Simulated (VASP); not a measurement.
# Pb (Fm-3m) in VASP: notebook

Pb is run at these levels: r2SCAN; tasks: single point.

Program: VASP 6.6.1. These are calculated values, not measurements. Logs are shortened: lines on timing, memory, paths and dates and some standing lists are left out, and cuts for length are marked.

**1. The cell of the first run**

It takes space group Fm-3m (No. 225, cubic). Conventional cell: a = 4.883 Å, b = 4.883 Å, c = 4.883 Å, α = 90.00°, β = 90.00°, γ = 90.00°. Pb (site symmetry m-3m) has 12 Pb at 3.45 Å within 4.5 Å.

**2. Single point, r2SCAN**

POSCAR reads:

```
Pb
1.0
    0.0000000000      2.4415696833      2.4415696833
    2.4415696833      0.0000000000      2.4415696833
    2.4415696833      2.4415696833      0.0000000000
Pb
1
Direct
    0.0000000000      0.0000000000      0.0000000000
```

INCAR.step1 reads:

```
PREC = Accurate
ENCUT = 520
ISMEAR = -1
SIGMA = 0.05
LREAL = False
LASPH = True
NELM = 60
NBANDS = 13
GGA = PE
ALGO = Normal
EDIFF = 1E-4
LWAVE = True
LCHARG = False
```

INCAR.step2 reads:

```
PREC = Accurate
ENCUT = 520
EDIFF = 1E-6
ISMEAR = -1
SIGMA = 0.05
LREAL = False
LASPH = True
NELM = 60
ALGO = Normal
ISIF = 2
LWAVE = False
LCHARG = False
METAGGA = R2SCAN
LMIXTAU = True
NBANDS = 13
ISTART = 1
```

KPOINTS reads:

```
Automatic mesh
0
Gamma
  9 9 9
```

Potentials or basis: VASP PAW PBE potentials, release 64 (Pb_d).

Started as:

```sh
> cat potpaw_PBE.64/Pb_d/POTCAR > POTCAR
> cp INCAR.step1 INCAR
> mpirun -np 1 vasp_std > vasp.out
> cp INCAR.step2 INCAR
> mpirun -np 1 vasp_std > vasp.out
```

OUTCAR:

```text
PREC = Accurate
   ENCUT = 520
   EDIFF = 1E-6
   ISMEAR = -1
   LREAL = False
   LASPH = True
   NELM = 60
   ISIF = 2
   METAGGA = R2SCAN
   ISTART = 1

 ion  position               nearest neighbor table
   1  0.000  0.000  0.000-

  LATTYP: Found a face centered cubic cell.
 ALAT       =     4.8831393666

  Lattice vectors:

 A1 = (   0.0000000000,   2.4415696833,   2.4415696833)
 A2 = (   2.4415696833,   0.0000000000,   2.4415696833)
 A3 = (   2.4415696833,   2.4415696833,   0.0000000000)

Analysis of symmetry for initial positions (statically):
[... 5 lines left out ...]
 face centered cubic supercell.

 Subroutine GETGRP returns: Found 48 space group operations
 (whereof 48 operations were pure point group operations)
 out of a pool of 48 trial point group operations.

The static configuration has the point symmetry O_h .

Analysis of symmetry for dynamics (positions and initial velocities):
[... 5 lines left out ...]
 face centered cubic supercell.

 Subroutine GETGRP returns: Found 48 space group operations
 (whereof 48 operations were pure point group operations)
 out of a pool of 48 trial point group operations.

The dynamic configuration has the point symmetry O_h .

 Subroutine INISYM returns: Found 48 space group operations
 (whereof 48 operations are pure point group operations),
 and found     1 'primitive' translations

----------------------------------------------------------------------------------------

                                     Primitive cell

  volume of cell :      29.1097

  direct lattice vectors                    reciprocal lattice vectors
     0.000000000  2.441569683  2.441569683    -0.204786291  0.204786291  0.204786291
     2.441569683  0.000000000  2.441569683     0.204786291 -0.204786291  0.204786291
     2.441569683  2.441569683  0.000000000     0.204786291  0.204786291 -0.204786291

  length of vectors
     3.452900960  3.452900960  3.452900960     0.354700261  0.354700261  0.354700261

  position of ions in fractional coordinates (direct lattice)
     0.000000000  0.000000000  0.000000000

  ion indices of the primitive-cell ions
   primitive index   ion index
                 1           1

----------------------------------------------------------------------------------------

 KPOINTS: Automatic mesh

Automatic generation of k-mesh.
 Grid dimensions read from file:
 generate k-points for:    9    9    9

[... 61 lines left out ...]
   ENCUT  =  520.0 eV  38.22 Ry    6.18 a.u.   6.42  6.42  6.42*2*pi/ulx,y,z
   NELM   =     60;   NELMIN=  2; NELMDL=  0     # of ELM steps
   EDIFF  = 0.1E-05   stopping-criterion for ELM
   LREAL  =      F    real-space projection
   EDIFFG = 0.1E-04   stopping-criterion for IOM
   NSW    =      0    number of steps for IOM
   IBRION =     -1    ionic relax: 0-MD 1-quasi-New 2-CG
   NFREE  =      0    steps in history (QN), initial steepest desc. (CG)
   ISIF   =      2    stress and relaxation
   ISYM   =      2    0-nonsym 1-usesym 2-fastsym
   POTIM  = 0.5000    time-step for ionic-motion
   TEBEG  =    0.0;   TEEND  =   0.0 temperature during run
   PSTRESS=    0.0 pullay stress
   NELECT =      14.0000    total number of electrons
   NUPDOWN=      -1.0000    fix difference up-down
   EMIN   =  10.00;   EMAX   =-10.00  energy-range for DOS
   EFERMI =   0.00;   METHOD = LEGACY
   ISMEAR =    -1;   SIGMA  =   0.05  broadening in eV -4-tet -1-fermi 0-gaus
   EFERMI_NEDOS =   21; number of points for ismear=-14 and -15
   IALGO  =     38    algorithm
   IMIX   =      4    mixing-type and parameters
     AMIX     =   0.40;   BMIX     =  1.00
     AMIX_MAG =   1.60;   BMIX_MAG =  1.00
  volume/ion in A,a.u.               =      29.11       196.44
  Fermi-wavevector in a.u.,A,eV,Ry     =   1.282641  2.423840 22.383862  1.645167
  Thomas-Fermi vector in A             =   2.414940
   LORBIT       =      0    0 simple, 1 ext, 2 COOP (PROOUT), +10 PAW based schemes
   METAGGA = R2SCAN    functional components
   LHFCALC =     F    Hartree Fock is set to
   AEXX    =    0.0000 exact exchange contribution
   IVDW    =     0    specifies the selected vdW correction
   LEPSILON=     F    determine dielectric tensor
   LRPA    =     F    only Hartree local field effects (RPA)
 non-spin polarized calculation
  energy-cutoff  :      520.00
  volume of cell :       29.11
 maximum number of plane-waves:       801
 NGX is ok and might be reduce to    28
   NGX = 13   NGY = 13   NGZ = 13

 number of electron      13.9999999 magnetization

 Free energy of the ion-electron system (eV)
  ---------------------------------------------------
  ext. energy  EPLUGINS =         0.00000000
  ---------------------------------------------------
  free energy    TOTEN  =       -56.27737535 eV

  energy without entropy =      -56.27389072  energy(sigma->0) =      -56.27563304

 E-fermi :   7.5064     XC(G=0): -11.1496

 val. band max:        7.5001360926   @ k =  -0.2222   0.3333   0.1111
 cond. band min:       7.7806105950   @ k =   0.3333   0.3333   0.0000
 fundamental gap:      0.2804745024
 Fermi energy:         7.5064056828

 k-point     1 :       0.0000    0.0000    0.0000
  band No.  band energies     occupation
      1     -10.0691      2.00000
      2     -10.0691      2.00000
      3     -10.0691      2.00000
      4      -9.9011      2.00000
      5      -9.9011      2.00000
      6      -4.9023      2.00000
      7      15.7738      0.00000
      8      15.7738      0.00000
      9      15.7738      0.00000
     10      18.1365      0.00000
     11      20.5467      0.00000
     12      21.1127      0.00000
     13      21.1127      0.00000
[... 354 lines left out ...]
  band No.  band energies     occupation
      1     -10.2636      2.00000
      2     -10.1541      2.00000
      3      -9.7576      2.00000
      4      -9.7099      2.00000
      5      -9.7099      2.00000
      6       0.2442      2.00000
      7       4.7308      2.00000
      8       9.9753      0.00000
      9       9.9753      0.00000
     10      13.8382      0.00000
     11      14.8989      0.00000
     12      27.2367      0.00000
     13      29.2772      0.00000

 [... further k-points ...]
[... 5 lines left out ...]
  --------------------------------------------------------------------------------------
  -------------------------------------------------------------------------------------
  Total        0.6232945      0.6232945      0.6232945     -0.0000000     -0.0000000     -0.0000000
  in kB       34.3057193     34.3057193     34.3057193     -0.0000000     -0.0000000     -0.0000000
  external PRESSURE =      34.3057193 kB  Pullay stress =       0.0000000 kB

 VOLUME and BASIS-vectors are now :
 -----------------------------------------------------------------------------
  energy-cutoff  :      520.00
  volume of cell :       29.11
      direct lattice vectors                 reciprocal lattice vectors
     0.000000000  2.441569683  2.441569683    -0.204786291  0.204786291  0.204786291
     2.441569683  0.000000000  2.441569683     0.204786291 -0.204786291  0.204786291
     2.441569683  2.441569683  0.000000000     0.204786291  0.204786291 -0.204786291

 POSITION                                       TOTAL-FORCE (eV/Angst)
 -----------------------------------------------------------------------------------
      0.00000      0.00000      0.00000         0.000000      0.000000      0.000000
 -----------------------------------------------------------------------------------
    total drift:                               -0.000000     -0.000000     -0.000000

  FREE ENERGIE OF THE ION-ELECTRON SYSTEM (eV)
  ---------------------------------------------------
  free  energy   TOTEN  =       -56.2773753539 eV

  energy  without entropy=      -56.2738907246  energy(sigma->0) =      -56.27563304
```

OSZICAR.step1:

```text
N       E                     dE             d eps       ncg     rms          rms(c)
DAV:   1     0.104227994686E+03    0.10423E+03   -0.72113E+03   925   0.127E+03
DAV:   2     0.129631538403E+01   -0.10293E+03   -0.99879E+02   950   0.316E+02
DAV:   3    -0.344908257162E+01   -0.47454E+01   -0.47339E+01  1128   0.705E+01
DAV:   4    -0.355332939800E+01   -0.10425E+00   -0.10422E+00  1099   0.110E+01
DAV:   5    -0.355784840061E+01   -0.45190E-02   -0.45189E-02  1285   0.214E+00    0.567E-01
DAV:   6    -0.354736496488E+01    0.10483E-01   -0.13172E-02  1140   0.210E+00    0.278E-01
DAV:   7    -0.354466464172E+01    0.27003E-02   -0.58573E-03  1190   0.129E+00    0.881E-02
DAV:   8    -0.354455292231E+01    0.11172E-03   -0.41328E-04  1135   0.323E-01    0.937E-03
DAV:   9    -0.354454991906E+01    0.30033E-05   -0.79085E-06   700   0.531E-02
   1 F= -.35445499E+01 E0= -.35429863E+01  d E =-.312715E-02
```

Run time: 80 s. Hardware: 1 thread of AMD EPYC 7R13, shared host; peak memory 0.14 GiB.

What came out:

| Quantity | Value |
| --- | --- |
| Free energy | -56.2774 eV |
| Pressure | 3.4 GPa |
| Band gap on the k mesh | zero (band 7 reaches 15.77 eV, above the bottom of band 8 at 5.96 eV) |

Caveat: the PAW data sets were made with another functional, which shifts forces and pressure a little; spin-orbit coupling is left out, which moves the levels of the heavy elements.

**3. Single point, r2SCAN**

This run uses another cell than the first one, of 30.32 Å³/atom, 1.042 times its volume.

POSCAR reads:

```
Pb
1.0
    0.0000000000      2.4750200000      2.4750200000
    2.4750200000      0.0000000000      2.4750200000
    2.4750200000      2.4750200000      0.0000000000
Pb
1
Direct
    0.0000000000      0.0000000000      0.0000000000
```

INCAR.step1 reads:

```
SYSTEM = Pb
PREC = Accurate
ENCUT = 520
ISMEAR = -1
SIGMA = 0.05
LREAL = .False.
LASPH = .True.
NELM = 100
NBANDS = 13
GGA = PE
ALGO = Normal
EDIFF = 1E-4
LWAVE = .True.
LCHARG = .False.
```

INCAR.step2 reads:

```
SYSTEM = Pb
PREC = Accurate
ENCUT = 520
EDIFF = 1E-7
ISMEAR = -1
SIGMA = 0.05
LREAL = .False.
LASPH = .True.
NELM = 100
ALGO = Normal
ISIF = 2
LWAVE = .False.
LCHARG = .False.
METAGGA = R2SCAN
LMIXTAU = .True.
NBANDS = 13
ISTART = 1
```

KPOINTS reads:

```
Automatic mesh
0
Gamma
  9 9 9
  0 0 0
```

Potentials or basis: VASP PAW PBE potentials, release 64 (Pb_d).

Started as:

```sh
> cat potpaw_PBE.64/Pb_d/POTCAR > POTCAR
> cp INCAR.step1 INCAR
> mpirun -np 1 vasp_std > vasp.out
> cp INCAR.step2 INCAR
> mpirun -np 1 vasp_std > vasp.out
```

It took 85 s on 1 thread of AMD EPYC 7R13, shared host; peak memory 0.14 GiB.

The run converged. Its results:

| Quantity | Value |
| --- | --- |
| Free energy | -56.2949 eV |
| Pressure | 1.1 GPa |
| Band gap on the k mesh | zero (band 7 reaches 14.96 eV, above the bottom of band 8 at 5.58 eV) |

Levels at points of the mesh, in eV from the Fermi level:
```tsv
k point	band 3	band 4	band 5	band 6	band 7	band 8	band 9	band 10	band 11	band 12
(0.00, 0.00, 0.00)	-17.56	-17.41	-17.41	-12.13	7.90	7.90	7.90	10.59	12.46	13.27
```

Caveat: the PAW data sets were made with another functional, which shifts forces and pressure a little; spin-orbit coupling is left out, which moves the levels of the heavy elements.
